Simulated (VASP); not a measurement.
Crystal: FeO.

```
CELL_PARAMETERS angstrom
0.00000 2.19767 2.19767
2.19767 0.00000 2.19767
2.19767 2.19767 0.00000
ATOMIC_POSITIONS crystal
Fe 0.00000 0.00000 0.00000
O 0.50000 0.50000 0.50000
```

Base run:

- Program: VASP 6.6.1
- Functional: PBE
- Potentials or basis: VASP PAW PBE potentials, release 64 (Fe, O)
- Cutoff: 520 eV
- k mesh: 11 × 11 × 11
- Occupations: fermi-dirac, width 0.05 eV
- Spin: collinear spin, ferromagnetic start
- Starting moments: [3.0, 0.0] μB

Its results: band gap on the k mesh zero (filled and empty bands overlap); pressure -9.6 GPa; net moment 4.00 μB per cell; site moments Fe +3.63; O +0.29 μB.

Problem. After a change of settings the same cell gave: band gap on the k mesh zero (filled and empty bands overlap); pressure -11.7 GPa; net moment 4.00 μB per cell; site moments Fe +3.48; O +0.28 μB. Which change was it?
A. further incar settings from ALGO = Normal; EDIFF = 1e-07; NBANDS = 18 to ALGO = Normal; EDIFF = 1e-06; NBANDS = 18
B. further incar settings from ALGO = Normal; EDIFF = 1e-07; NBANDS = 18 to ALGO = Normal; EDIFF = 1e-06; NBANDS = 18; moments at the start from [3.0, 0.0] to [4.0, 0.0]
C. potentials or basis from VASP PAW PBE potentials, release 64 (Fe, O) to VASP PAW PBE potentials, release 64 (Fe_sv, O); cutoff from 520 eV to 600 eV; further incar settings from ALGO = Normal; EDIFF = 1e-07; NBANDS = 18 to ALGO = Normal; EDIFF = 1e-06; NBANDS = 22; valence electrons from 14 to 22

Solution. C.

Caveats: a cell with one magnetic atom can't hold antiferromagnetic order, which such compounds often take; semilocal functionals often make such compounds metallic where correlation or magnetic order opens a gap, which also shifts bond lengths.
